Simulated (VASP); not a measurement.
# C in VASP: a series of runs

Runs on C. Level: PBE+D3(BJ). Tasks: single point.

Program: VASP 6.6.1. These are calculated values, not measurements. Logs are shortened: lines on timing, memory, paths and dates and some standing lists are left out, and cuts for length are marked.

## Step 1: The cell of the first run

The cell holds a slab with vacuum, 18 atoms: a = 7.369 Å, b = 7.369 Å, c = 8.524 Å, α = 90.00°, β = 90.00°, γ = 120.00°.

## Step 2: Single point, PBE+D3(BJ)

Input file INCAR:

```
SYSTEM = C
ALGO = Normal ; EDIFF = 1E-6
ENCUT = 700 ; GGA = PE
GGA_COMPAT = .FALSE. ; ISIF = 2
ISMEAR = 0 ; ISYM = -1
IVDW = 12 ; LASPH = .TRUE.
LCHARG = .FALSE. ; LREAL = Auto
LWAVE = .FALSE. ; NBANDS = 51
NELM = 120 ; PREC = Accurate
SIGMA = 0.1
```

Input file KPOINTS:

```
explicit points
4
Reciprocal
  0.25000000   0.25000000   0.25000000 2
  0.25000000   0.25000000   0.75000000 2
  0.25000000   0.75000000   0.25000000 2
  0.25000000   0.75000000   0.75000000 2
```

Input file POSCAR:

```
C
1.0
    3.6842552433     -6.3813172695      0.0000000000
   -7.3685104866      0.0000000000      0.0000000000
    0.0000000000      0.0000000000     -8.5238033600
C
18
Direct
    0.4444444444      0.5555555556      0.0000000000
    0.1111111111      0.5555555556      0.0000000000
    0.7777777778      0.5555555556      0.0000000000
    0.4444444444      0.2222222222      0.0000000000
    0.1111111111      0.2222222222      0.0000000000
    0.7777777778      0.2222222222      0.0000000000
    0.4444444444      0.8888888889      0.0000000000
    0.1111111111      0.8888888889      0.0000000000
    0.7777777778      0.8888888889      0.0000000000
    0.5555555556      0.4444444444      0.0000000000
    0.2222222222      0.4444444444      0.0000000000
    0.8888888889      0.4444444444      0.0000000000
    0.5555555556      0.1111111111      0.0000000000
    0.2222222222      0.1111111111      0.0000000000
    0.8888888889      0.1111111111      0.0000000000
    0.5555555556      0.7777777778      0.0000000000
    0.2222222222      0.7777777778      0.0000000000
    0.8888888889      0.7777777778      0.0000000000
```

Potentials or basis: VASP PAW PBE potentials, release 64 (C).

On the command line:

```
cat potpaw_PBE.64/C/POTCAR > POTCAR
mpirun -np 1 vasp_std > vasp.out
```

OUTCAR:

```text
SYSTEM = C
   EDIFF = 1E-6
   ENCUT = 700
   GGA = PE
   ISIF = 2
   ISMEAR = 0
   ISYM = -1
   IVDW = 12
   LASPH = .TRUE.
   LREAL = Auto
   NELM = 120
   PREC = Accurate
 IVDW          = 12

 ion  position               nearest neighbor table
   1  0.444  0.556  0.000-  16 1.42  11 1.42  10 1.42
   2  0.111  0.556  0.000-  17 1.42  12 1.42  11 1.42
   3  0.778  0.556  0.000-  18 1.42  10 1.42  12 1.42
   4  0.444  0.222  0.000-  10 1.42  14 1.42  13 1.42
   5  0.111  0.222  0.000-  11 1.42  14 1.42  15 1.42
   6  0.778  0.222  0.000-  12 1.42  15 1.42  13 1.42
[... 10 lines left out ...]
  17  0.222  0.778  0.000-   2 1.42   8 1.42   7 1.42
  18  0.889  0.778  0.000-   3 1.42   9 1.42   8 1.42

IMPORTANT INFORMATION: All symmetrisations will be switched off!
NOSYMM: (Re-)initialisation of all symmetry stuff for point group C_1.

----------------------------------------------------------------------------------------

                                     Primitive cell

  volume of cell :     400.7961

  direct lattice vectors                    reciprocal lattice vectors
     3.684255243 -6.381317270  0.000000000     0.000000000 -0.156707457  0.000000000
    -7.368510487  0.000000000  0.000000000    -0.135712639 -0.078353728  0.000000000
     0.000000000  0.000000000 -8.523803360     0.000000000  0.000000000 -0.117318521

  length of vectors
     7.368510487  7.368510487  8.523803360     0.156707457  0.156707457  0.117318521

  position of ions in fractional coordinates (direct lattice)
     0.444444444  0.555555556  0.000000000
     0.111111111  0.555555556  0.000000000
     0.777777778  0.555555556  0.000000000
     0.444444444  0.222222222  0.000000000
     0.111111111  0.222222222  0.000000000
     0.777777778  0.222222222  0.000000000
[... 10 lines left out ...]
     0.222222222  0.777777778  0.000000000
     0.888888889  0.777777778  0.000000000

  ion indices of the primitive-cell ions
   primitive index   ion index
                 1           1
                 2           2
                 3           3
                 4           4
                 5           5
                 6           6
[... 10 lines left out ...]
                17          17
                18          18

----------------------------------------------------------------------------------------

 KPOINTS: explicit points

Read explicit list of k-points.

 Found      4 k-points:

 Following reciprocal coordinates:
            Coordinates               Weight
  0.250000  0.250000  0.250000      0.250000
  0.250000  0.250000  0.750000      0.250000
  0.250000  0.750000  0.250000      0.250000
  0.250000  0.750000  0.750000      0.250000
   k-points           NKPTS =      4   k-points in BZ     NKDIM =      4   number of bands    NBANDS=     51
   number of dos      NEDOS =    301   number of ions     NIONS =     18
   total plane-waves  NPLWV = 327680
   dimension x,y,z NGX =    64 NGY =   64 NGZ =   80
   dimension x,y,z NGXF=   128 NGYF=  128 NGZF=  160
   ions per type =              18
   NGX,Y,Z   is equivalent  to a cutoff of  14.44, 14.44, 15.60 a.u.
   NGXF,Y,Z  is equivalent  to a cutoff of  28.88, 28.88, 31.21 a.u.
 SYSTEM =  C
   PREC   = accura    normal or accurate (medium, high low for compatibility)
   ISTART =      0    job   : 0-new  1-cont  2-samecut
   ICHARG =      2    charge: 1-file 2-atom 10-const
   ISPIN  =      1    spin polarized calculation?
   LNONCOLLINEAR =      F non collinear calculations
   LSORBIT =      F    spin-orbit coupling
   LASPH  =      T    aspherical Exc in radial PAW
   ENCUT  =  700.0 eV  51.45 Ry    7.17 a.u.  15.90 15.90 18.39*2*pi/ulx,y,z
   NELM   =    120;   NELMIN=  2; NELMDL= -5     # of ELM steps
   EDIFF  = 0.1E-05   stopping-criterion for ELM
   LREAL  =      T    real-space projection
   EDIFFG = 0.1E-04   stopping-criterion for IOM
   NSW    =      0    number of steps for IOM
   IBRION =     -1    ionic relax: 0-MD 1-quasi-New 2-CG
   NFREE  =      0    steps in history (QN), initial steepest desc. (CG)
   ISIF   =      2    stress and relaxation
   ISYM   =     -1    0-nonsym 1-usesym 2-fastsym
   POTIM  = 0.5000    time-step for ionic-motion
   TEBEG  =    0.0;   TEEND  =   0.0 temperature during run
   PSTRESS=    0.0 pullay stress
   NELECT =      72.0000    total number of electrons
   NUPDOWN=      -1.0000    fix difference up-down
   EMIN   =  10.00;   EMAX   =-10.00  energy-range for DOS
   EFERMI =   0.00;   METHOD = LEGACY
   ISMEAR =     0;   SIGMA  =   0.10  broadening in eV -4-tet -1-fermi 0-gaus
   EFERMI_NEDOS =   21; number of points for ismear=-14 and -15
   IALGO  =     38    algorithm
   IMIX   =      4    mixing-type and parameters
     AMIX     =   0.40;   BMIX     =  1.00
     AMIX_MAG =   1.60;   BMIX_MAG =  1.00
  volume/ion in A,a.u.               =      22.27       150.26
  Fermi-wavevector in a.u.,A,eV,Ry     =   0.923729  1.745594 11.609511  0.853275
  Thomas-Fermi vector in A             =   2.049397
   LORBIT       =      0    0 simple, 1 ext, 2 COOP (PROOUT), +10 PAW based schemes
   GGA     = PE    functional components
   LHFCALC =     F    Hartree Fock is set to
   AEXX    =    0.0000 exact exchange contribution
   IVDW    =    12    specifies the selected vdW correction
   LEPSILON=     F    determine dielectric tensor
   LRPA    =     F    only Hartree local field effects (RPA)
 non-spin polarized calculation
 Gauss-broadening in eV      SIGMA  =   0.10
  energy-cutoff  :      700.00
  volume of cell :      400.80
 maximum number of plane-waves:     16866
 NGX is ok and might be reduce to    64
   NGX = 31   NGY = 31   NGZ = 37

 number of electron      72.0000001 magnetization

 Free energy of the ion-electron system (eV)
  ---------------------------------------------------
  ext. energy  EPLUGINS =         0.00000000
  ---------------------------------------------------
  free energy    TOTEN  =      -166.25401523 eV

  energy without entropy =     -166.25401523  energy(sigma->0) =     -166.25401523

 E-fermi :  -1.5433     XC(G=0):  -4.9913

 val. band max:       -2.0422967884   @ k =   0.2500   0.7500   0.2500
 cond. band min:       0.6354167675   @ k =   0.2500   0.7500   0.2500
 fundamental gap:      2.6777135558
 Fermi energy:        -1.5432798927

 k-point     1 :       0.2500    0.2500    0.2500
  band No.  band energies     occupation
      1     -19.7974      2.00000
      2     -19.1425      2.00000
      3     -19.1425      2.00000
      4     -17.2159      2.00000
      5     -17.2159      2.00000
      6     -15.9783      2.00000
[... 40 lines left out ...]
     47       5.4549      0.00000
     48       5.4549      0.00000

 k-point     2 :       0.2500    0.2500    0.7500
  band No.  band energies     occupation
      1     -19.7974      2.00000
      2     -19.1425      2.00000
      3     -19.1425      2.00000
      4     -17.2159      2.00000
      5     -17.2159      2.00000
      6     -15.9783      2.00000
[... 40 lines left out ...]
     47       5.4549      0.00000
     48       5.4549      0.00000

 k-point     3 :       0.2500    0.7500    0.2500
  band No.  band energies     occupation
      1     -20.1267      2.00000
      2     -18.8169      2.00000
      3     -18.1708      2.00000
      4     -18.1708      2.00000
      5     -16.9007      2.00000
      6     -16.9007      2.00000
[... 40 lines left out ...]
     47       5.4175      0.00000
     48       5.4175      0.00000

 k-point     4 :       0.2500    0.7500    0.7500
  band No.  band energies     occupation
      1     -20.1267      2.00000
      2     -18.8169      2.00000
      3     -18.1708      2.00000
      4     -18.1708      2.00000
      5     -16.9007      2.00000
      6     -16.9007      2.00000
[... 40 lines left out ...]
     47       5.4175      0.00000
     48       5.4175      0.00000
 [bands above 48 left out]

------------------------ aborting loop because EDIFF is reached ----------------------------------------

 Edisp (eV)   -1.62900

 E8    (eV) :    -0.5012

  FORCE on cell =-STRESS in cart. coord.  units (eV):
  Direction    XX          YY          ZZ          XY          YZ          ZX
  --------------------------------------------------------------------------------------
  -------------------------------------------------------------------------------------
  Total       5.40573     4.23771    -0.53052    -1.01155     0.00000    -0.00000
  in kB      21.60934    16.94018    -2.12073    -4.04364     0.00001    -0.00001
  external pressure =       12.14 kB  Pullay stress =        0.00 kB

 VOLUME and BASIS-vectors are now :
 -----------------------------------------------------------------------------
  energy-cutoff  :      700.00
  volume of cell :      400.80
      direct lattice vectors                 reciprocal lattice vectors
     3.684255243 -6.381317270  0.000000000     0.000000000 -0.156707457  0.000000000
    -7.368510487  0.000000000  0.000000000    -0.135712639 -0.078353728  0.000000000
     0.000000000  0.000000000 -8.523803360     0.000000000  0.000000000 -0.117318521

 POSITION                                       TOTAL-FORCE (eV/Angst)
 -----------------------------------------------------------------------------------
     -2.45617     -2.83614      0.00000        -0.095242      0.054983     -0.000000
     -3.68426     -0.70904      0.00000        -0.095383      0.055213     -0.000000
     -1.22809     -4.96325      0.00000        -0.096084      0.054659      0.000001
     -0.00000     -2.83614      0.00000        -0.095368      0.055890     -0.000001
     -1.22809     -0.70904      0.00000        -0.094551      0.055542      0.000001
      1.22809     -4.96325      0.00000        -0.094653      0.054638      0.000001
[... 10 lines left out ...]
     -4.91234     -1.41807      0.00000         0.094659     -0.054638     -0.000000
     -2.45617     -5.67228      0.00000         0.094549     -0.055543      0.000001
 -----------------------------------------------------------------------------------
    total drift:                                0.000005      0.000009     -0.000001

  FREE ENERGIE OF THE ION-ELECTRON SYSTEM (eV)
  ---------------------------------------------------
  free  energy   TOTEN  =      -167.8830197994 eV

  energy  without entropy=     -167.8830197994  energy(sigma->0) =     -167.88301980
```

Run time: 6.7 min. Hardware: 1 thread of Intel Xeon 8259CL, shared host; peak memory 0.67 GiB.

Results:

```yaml
Free_energy: -167.8830 eV
Largest_force: 0.111 eV/Å
Dispersion_energy_per_atom: -0.090 eV
```

Forces in eV/Å, atoms in the order of the input:
```
C   -0.095  0.055  0.000
C   -0.095  0.055  0.000
C   -0.096  0.055  0.000
C   -0.095  0.056  0.000
C   -0.095  0.056  0.000
C   -0.095  0.055  0.000
C   -0.096  0.055  0.000
C   -0.096  0.056  0.000
C   -0.095  0.054  0.000
C    0.095 -0.055  0.000
C    0.096 -0.055  0.000
C    0.095 -0.055  0.000
C    0.096 -0.055  0.000
C    0.095 -0.054  0.000
C    0.096 -0.056  0.000
C    0.095 -0.056  0.000
C    0.095 -0.055  0.000
C    0.095 -0.056  0.000
```

Caveat: there is no dipole correction, which matters where the two faces differ.

## Step 3: Single point, PBE+D3(BJ)

Input file INCAR:

```
SYSTEM = C
  ALGO = Normal
  EDIFF = 1E-6
  ENCUT = 700
  GGA = PE
  GGA_COMPAT = .False.
  ISIF = 2
  ISMEAR = -1
  ISYM = -1
  IVDW = 12
  LASPH = .True.
  LCHARG = .False.
  LREAL = Auto
  LWAVE = .False.
  NBANDS = 51
  NELM = 120
  PREC = Accurate
  SIGMA = 0.05
```

KPOINTS is that of step 2.

POSCAR is that of step 2.

Potentials or basis: VASP PAW PBE potentials, release 64 (C).

On the command line:

```
cat potpaw_PBE.64/C/POTCAR > POTCAR
mpirun -np 1 vasp_std > vasp.out
```

It took 6.8 min on 1 thread of Intel Xeon 8259CL, shared host; peak memory 0.66 GiB.

It converged, with:

* Free energy: -167.8830 eV
* Largest force: 0.111 eV/Å
* Dispersion energy per atom: -0.090 eV

Forces on the atoms (eV/Å):
```
C   -0.095  0.055  0.000
C   -0.095  0.055  0.000
C   -0.096  0.055  0.000
C   -0.095  0.056  0.000
C   -0.095  0.056  0.000
C   -0.095  0.055  0.000
C   -0.096  0.055  0.000
C   -0.096  0.056  0.000
C   -0.095  0.054  0.000
C    0.095 -0.055  0.000
C    0.096 -0.055  0.000
C    0.095 -0.055  0.000
C    0.096 -0.055  0.000
C    0.095 -0.054  0.000
C    0.096 -0.056  0.000
C    0.095 -0.056  0.000
C    0.095 -0.055  0.000
C    0.095 -0.056  0.000
```

Caveat: there is no dipole correction, which matters where the two faces differ.
